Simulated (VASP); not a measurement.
Na16AsS7 (a cell with a defect): single point with PBE

Na16AsS7 (a cell with a defect):

```
Na As S
1.0
     0.00000    6.49831    6.49831
     6.49831    0.00000    6.49831
     6.49831    6.49831    0.00000
Na As S
16 1 7
Direct
  0.12843 0.12843 0.12843
  0.12843 0.12843 0.61472
  0.12843 0.61472 0.12843
  0.12736 0.62421 0.62421
  0.61472 0.12843 0.12843
  0.62421 0.12736 0.62421
  0.62421 0.62421 0.12736
  0.62421 0.62421 0.62421
  0.37579 0.37579 0.37579
  0.37579 0.37579 0.87264
  0.37579 0.87264 0.37579
  0.38528 0.87157 0.87157
  0.87264 0.37579 0.37579
  0.87157 0.38528 0.87157
  0.87157 0.87157 0.38528
  0.87157 0.87157 0.87157
  0.00000 0.00000 0.00000
  0.00000 0.00000 0.50000
  0.00000 0.50000 0.00000
  0.00000 0.50000 0.50000
  0.50000 0.00000 0.00000
  0.50000 0.00000 0.50000
  0.50000 0.50000 0.00000
  0.50000 0.50000 0.50000
```

```json
{
  "Program": "VASP 6.6.1",
  "Task": "single point",
  "Functional": "PBE",
  "Potentials or basis": "VASP PAW PBE potentials, release 64 (Na_pv, As, S)",
  "Cutoff": "520 eV",
  "k mesh": "3 × 3 × 3",
  "Occupations": "fermi-dirac, width 0.01 eV",
  "Spin": "collinear spin, ferromagnetic start",
  "Starting moments": "[0.0, 0.0, 0.0, 0.0, 0.0, 0.0, 0.0, 0.0, 0.0, 0.0, 0.0, 0.0, 0.0, 0.0, 0.0, 0.0, 1.0, 0.0, 0.0, 0.0, 0.0, 0.0, 0.0, 0.0] μB",
  "Dipole correction": "no",
  "Further INCAR settings": "LREAL = Auto; ALGO = Normal; EDIFF = 1e-07; NBANDS = 102"
}
```

The pressure is 1.8 GPa. The largest force is 0.010 eV/Å and the band gap on the k mesh is zero (filled and empty bands overlap). The net moment is 1.00 μB per cell and the site moments are Na +0.00, -0.00; As +0.32; S +0.02, -0.00 μB. The valence electrons inside the program's atomic spheres are Na 6.07, 6.06; As 2.78; S 3.75, 3.76.

Forces on the atoms (eV/Å):
```
Na   0.006  0.006  0.006
Na  -0.006 -0.006  0.006
Na  -0.006  0.006 -0.006
Na   0.001 -0.001 -0.001
Na   0.006 -0.006 -0.006
Na  -0.001  0.001 -0.001
Na  -0.001 -0.001  0.001
Na   0.001  0.001  0.001
Na  -0.001 -0.001 -0.001
Na   0.001  0.001 -0.001
Na   0.001 -0.001  0.001
Na  -0.006  0.006  0.006
Na  -0.001  0.001  0.001
Na   0.006 -0.006  0.006
Na   0.006  0.006 -0.006
Na  -0.006 -0.006 -0.006
As   0.000  0.000  0.000
S    0.000  0.000  0.000
S    0.000  0.000  0.000
S    0.000  0.000  0.000
S    0.000  0.000  0.000
S    0.000  0.000  0.000
S    0.000  0.000  0.000
S    0.000  0.000  0.000
```

Levels at points of the mesh, in eV from the Fermi level:
Spin up:
```csv
k point,band 78,band 79,band 80,band 81,band 82,band 83
"(0.00, 0.00, 0.00)",-0.29,-0.29,-0.29,1.65,2.82,2.88
```
Spin down:
```
           k point  band 76  band 77  band 78  band 79  band 80  band 81  band 82  band 83
(0.00, 0.00, 0.00)    -1.06    -1.06     0.13     0.13     0.13     1.66     2.83     2.90
```

Run time: 11 min on 1 thread of AMD EPYC 9R45 96-Core Processor (Zen 5), on a shared host, peak memory 1.1 GiB.
